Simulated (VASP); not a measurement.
# Os (P6_3/mmc) in VASP: notebook, part 2 of 2

VASP 6.6.1. Earlier steps stand in the parts before.

**3. Single point, r2SCAN**

The input, POSCAR:

```
Os
1.0
    2.7393806551      0.0000000000      0.0000000000
   -1.3696903275      2.3723732379      0.0000000000
    0.0000000000      0.0000000000      4.3138178725
Os
2
Direct
    0.3333333333      0.6666666667      0.2500000000
    0.6666666667      0.3333333333      0.7500000000
```

The input, INCAR.step1:

```
PREC = Accurate
ENCUT = 520
ISMEAR = -1
SIGMA = 0.1
LREAL = F
LASPH = T
NELM = 80
NBANDS = 15
GGA = PE
ALGO = Normal
EDIFF = 1E-4
LWAVE = T
LCHARG = F
```

The input, INCAR.step2:

```
PREC = Accurate
ENCUT = 520
EDIFF = 1E-6
ISMEAR = -1
SIGMA = 0.1
LREAL = F
LASPH = T
NELM = 80
ALGO = Normal
ISIF = 2
LWAVE = F
LCHARG = F
METAGGA = R2SCAN
LMIXTAU = T
NBANDS = 15
ISTART = 1
```

The input, KPOINTS:

```
regular mesh
0
Gamma
  19 19 11
```

Potentials or basis: VASP PAW PBE potentials, release 64 (Os).

Started as:

```
> cat potpaw_PBE.64/Os/POTCAR > POTCAR
> cp INCAR.step1 INCAR
> mpirun -np 1 vasp_std > vasp.out
> cp INCAR.step2 INCAR
> mpirun -np 1 vasp_std > vasp.out
```

OUTCAR:

```text
PREC = Accurate
   ENCUT = 520
   EDIFF = 1E-6
   ISMEAR = -1
   LREAL = F
   LASPH = T
   NELM = 80
   ISIF = 2
   METAGGA = R2SCAN
   ISTART = 1

 ion  position               nearest neighbor table
   1  0.333  0.667  0.250-   2 2.67   2 2.67   2 2.67   2 2.67   2 2.67   2 2.67
   2  0.667  0.333  0.750-   1 2.67   1 2.67   1 2.67   1 2.67   1 2.67   1 2.67

  LATTYP: Found a hexagonal cell.
 ALAT       =     2.7393806551
 C/A-ratio  =     1.5747420368

  Lattice vectors:

 A1 = (   2.7393806551,   0.0000000000,   0.0000000000)
 A2 = (  -1.3696903275,   2.3723732379,   0.0000000000)
 A3 = (   0.0000000000,   0.0000000000,   4.3138178725)

Analysis of symmetry for initial positions (statically):
=====================================================================
 Subroutine PRICEL returns:
 Original cell was already a primitive cell.

 Routine SETGRP: Setting up the symmetry group for a
 hexagonal supercell.

 Subroutine GETGRP returns: Found 24 space group operations
 (whereof 12 operations were pure point group operations)
 out of a pool of 24 trial point group operations.

The static configuration has the point symmetry D_3d.
 The point group associated with its full space group is D_6h.

Analysis of symmetry for dynamics (positions and initial velocities):
=====================================================================
 Subroutine PRICEL returns:
 Original cell was already a primitive cell.

 Routine SETGRP: Setting up the symmetry group for a
 hexagonal supercell.

 Subroutine GETGRP returns: Found 24 space group operations
 (whereof 12 operations were pure point group operations)
 out of a pool of 24 trial point group operations.

The dynamic configuration has the point symmetry D_3d.
 The point group associated with its full space group is D_6h.

 Subroutine INISYM returns: Found 24 space group operations
 (whereof 12 operations are pure point group operations),
 and found     1 'primitive' translations
[... 116 lines left out ...]
  volume/ion in A,a.u.               =      14.02        94.59
  Fermi-wavevector in a.u.,A,eV,Ry     =   1.357946  2.566145 25.089370  1.844017
  Thomas-Fermi vector in A             =   2.484821
   LORBIT       =      0    0 simple, 1 ext, 2 COOP (PROOUT), +10 PAW based schemes
   METAGGA = R2SCAN    functional components
   LHFCALC =     F    Hartree Fock is set to
   AEXX    =    0.0000 exact exchange contribution
   IVDW    =     0    specifies the selected vdW correction
   LEPSILON=     F    determine dielectric tensor
   LRPA    =     F    only Hartree local field effects (RPA)
 non-spin polarized calculation
  energy-cutoff  :      520.00
  volume of cell :       28.03
 maximum number of plane-waves:       771
   NGX = 11   NGY = 11   NGZ = 17

 number of electron      15.9999999 magnetization

 Free energy of the ion-electron system (eV)
  ---------------------------------------------------
  ext. energy  EPLUGINS =         0.00000000
  ---------------------------------------------------
  free energy    TOTEN  =      -106.02812962 eV

  energy without entropy =     -105.99150527  energy(sigma->0) =     -106.00981745

 E-fermi :   9.2519     XC(G=0): -15.3774

 val. band max:        9.2348714691   @ k =   0.3158   0.0526   0.2727
 cond. band min:       9.2601481447   @ k =   0.4737  -0.0000   0.3636
 fundamental gap:      0.0252766756
 Fermi energy:         9.2519084912

 k-point     1 :       0.0000    0.0000    0.0000
  band No.  band energies     occupation
      1      -2.1837      2.00000
      2       1.1177      2.00000
      3       6.0625      2.00000
      4       6.0625      2.00000
      5       6.3701      2.00000
      6       6.9365      2.00000
      7       6.9365      2.00000
      8       7.5624      2.00000
      9       7.5624      2.00000
     10       9.2779      0.87099
     11      10.9732      0.00000
     12      10.9732      0.00000
     13      18.8149      0.00000
     14      23.9975      0.00000
[... 401 lines left out ...]
      2       2.4173      2.00000
      3       3.0350      2.00000
      4       4.9271      2.00000
      5       5.5551      2.00000
      6       6.7509      2.00000
      7       6.7566      2.00000
      8       9.7598      0.01238
      9      10.5563      0.00000
     10      11.7609      0.00000
     11      11.7914      0.00000
     12      18.3529      0.00000
     13      19.1909      0.00000
     14      20.6108      0.00000
     15      21.9553      0.00000

 [... further k-points ...]
[... 5 lines left out ...]
  --------------------------------------------------------------------------------------
  -------------------------------------------------------------------------------------
  Total        0.1349530      0.1349530      0.2638020      0.0000000      0.0000000      0.0000000
  in kB        7.7125109      7.7125109     15.0761832      0.0000000      0.0000000      0.0000000
  external PRESSURE =      10.1670683 kB  Pullay stress =       0.0000000 kB

 VOLUME and BASIS-vectors are now :
 -----------------------------------------------------------------------------
  energy-cutoff  :      520.00
  volume of cell :       28.03
      direct lattice vectors                 reciprocal lattice vectors
     2.739380655  0.000000000  0.000000000     0.365046018  0.210759417  0.000000000
    -1.369690328  2.372373238  0.000000000     0.000000000  0.421518834  0.000000000
     0.000000000  0.000000000  4.313817872     0.000000000  0.000000000  0.231813217

 POSITION                                       TOTAL-FORCE (eV/Angst)
 -----------------------------------------------------------------------------------
     -0.00000      1.58158      1.07845        -0.000000     -0.000000      0.000000
      1.36969      0.79079      3.23536         0.000000      0.000000      0.000000
 -----------------------------------------------------------------------------------
    total drift:                                0.000000     -0.000000     -0.000000

  FREE ENERGIE OF THE ION-ELECTRON SYSTEM (eV)
  ---------------------------------------------------
  free  energy   TOTEN  =      -106.0281296186 eV

  energy  without entropy=     -105.9915052729  energy(sigma->0) =     -106.00981745
```

OSZICAR.step1:

```text
N       E                     dE             d eps       ncg     rms          rms(c)
DAV:   1     0.103513536648E+03    0.10351E+03   -0.74545E+03  7200   0.103E+03
DAV:   2    -0.190837930491E+02   -0.12260E+03   -0.10736E+03  7333   0.327E+02
DAV:   3    -0.238794204714E+02   -0.47956E+01   -0.46319E+01  9678   0.570E+01
DAV:   4    -0.239147745485E+02   -0.35354E-01   -0.35316E-01  7928   0.508E+00
DAV:   5    -0.239149574989E+02   -0.18295E-03   -0.18294E-03  9735   0.347E-01    0.232E+01
DAV:   6    -0.228390555394E+02    0.10759E+01   -0.88299E-01  9153   0.798E+00    0.106E+01
DAV:   7    -0.225161159206E+02    0.32294E+00   -0.62710E-01  9300   0.660E+00    0.523E-01
DAV:   8    -0.225108204872E+02    0.52954E-02   -0.64322E-03  7340   0.602E-01    0.349E-01
DAV:   9    -0.225080121541E+02    0.28083E-02   -0.17258E-03  8705   0.411E-01    0.457E-02
DAV:  10    -0.225080329071E+02   -0.20753E-04   -0.61227E-05  6015   0.718E-02
   1 F= -.22508033E+02 E0= -.22488922E+02  d E =-.382212E-01
```

It took 3 min on 1 thread of Intel Xeon 6975P-C, shared host; peak memory 0.21 GiB.

What came out:

- Free energy: -106.0281 eV
- Pressure: 1.0 GPa
- Band gap on the k mesh: zero (band 8 reaches 11.33 eV, above the bottom of band 9 at 7.23 eV)

Caveat: the PAW data sets were made with another functional, which shifts forces and pressure a little; spin-orbit coupling is left out, which moves the levels of the heavy elements.

**4. Single point, r2SCAN**

POSCAR is that of step 3.

The input, INCAR.step1:

```
PREC     = Accurate       # precision mode
ENCUT    = 520            # plane-wave cutoff, eV
ISMEAR   = -1             # smearing method
SIGMA    = 0.1            # smearing width, eV
LREAL    = False          # projectors in reciprocal space
LASPH    = True           # aspherical terms in the spheres
NELM     = 80             # most SCF steps
NBANDS   = 15             # bands
GGA      = PE             # functional
ALGO     = Normal         # electronic algorithm
EDIFF    = 1E-4           # SCF threshold, eV
LWAVE    = True           # write WAVECAR
LCHARG   = False          # write CHGCAR
```

The input, INCAR.step2:

```
PREC     = Accurate       # precision mode
ENCUT    = 520            # plane-wave cutoff, eV
EDIFF    = 1E-6           # SCF threshold, eV
ISMEAR   = -1             # smearing method
SIGMA    = 0.1            # smearing width, eV
LREAL    = False          # projectors in reciprocal space
LASPH    = True           # aspherical terms in the spheres
NELM     = 80             # most SCF steps
ALGO     = Normal         # electronic algorithm
ISIF     = 2              # what is computed and relaxed
LWAVE    = False          # write WAVECAR
LCHARG   = True           # write CHGCAR
METAGGA  = R2SCAN         # meta-GGA
LMIXTAU  = True         
LELF     = True           # ELF
LVHAR    = True         
NBANDS   = 15             # bands
ISTART   = 1
```

The input, KPOINTS:

```
regular mesh
0
Gamma
  22 22 12
```

Started as:

```
> cat potpaw_PBE.64/Os/POTCAR > POTCAR
> cp INCAR.step1 INCAR
> mpirun -np 1 vasp_std > vasp.out
> cp INCAR.step2 INCAR
> mpirun -np 1 vasp_std > vasp.out
```

It took 5 min on 1 thread of Intel Xeon 6975P-C, shared host; peak memory 0.25 GiB.

The run converged. Its results:

- Free energy: -106.0281 eV
- Pressure: 1.0 GPa
- Band gap on the k mesh: zero (band 8 reaches 11.37 eV, above the bottom of band 9 at 7.31 eV)

Stress tensor (GPa, compression positive):
```
0.71 0.00 0.00
0.00 0.71 0.00
0.00 0.00 1.63
```

Levels at points of the mesh, in eV from the Fermi level:
```csv
k point,band 4,band 5,band 6,band 7,band 8,band 9,band 10,band 11,band 12,band 13
"(0.00, 0.00, 0.00)",-3.18,-2.87,-2.31,-2.31,-1.68,-1.68,0.03,1.73,1.73,9.57
"(0.50, 0.00, 0.00)",-3.74,-3.07,-2.69,-1.94,2.06,2.65,2.80,4.55,5.93,9.84
"(0.00, 0.00, 0.50)",-3.71,-3.40,-3.40,-3.40,-3.40,0.90,0.90,0.90,0.90,14.42
"(0.50, 0.00, 0.50)",-5.56,-1.29,-1.29,-0.20,-0.20,2.42,2.42,3.40,3.40,9.59
```

Caveat: the PAW data sets were made with another functional, which shifts forces and pressure a little; spin-orbit coupling is left out, which moves the levels of the heavy elements.

**5. Overview**

| k mesh | gap on the mesh (eV) | pressure (GPa) |
| --- | --- | --- |
| 14 × 14 × 8 | none | 1.1 |
| 19 × 19 × 11 | none | 1.0 |
| 22 × 22 × 12 | none | 1.0 |

Alike in all rows: task single point; level r2SCAN; potentials or basis VASP PAW PBE potentials, release 64 (Os); no spin polarisation; cell as given; cutoff (eV) 520; smearing fermi-dirac 0.1 eV.

Every run on the cell as given and a fine mesh finds a metal.

Caveats: the PAW data sets were made with another functional, which shifts forces and pressure a little; spin-orbit coupling is left out, which moves the levels of the heavy elements.

Absolute energies hang on the potentials; compare differences alone.
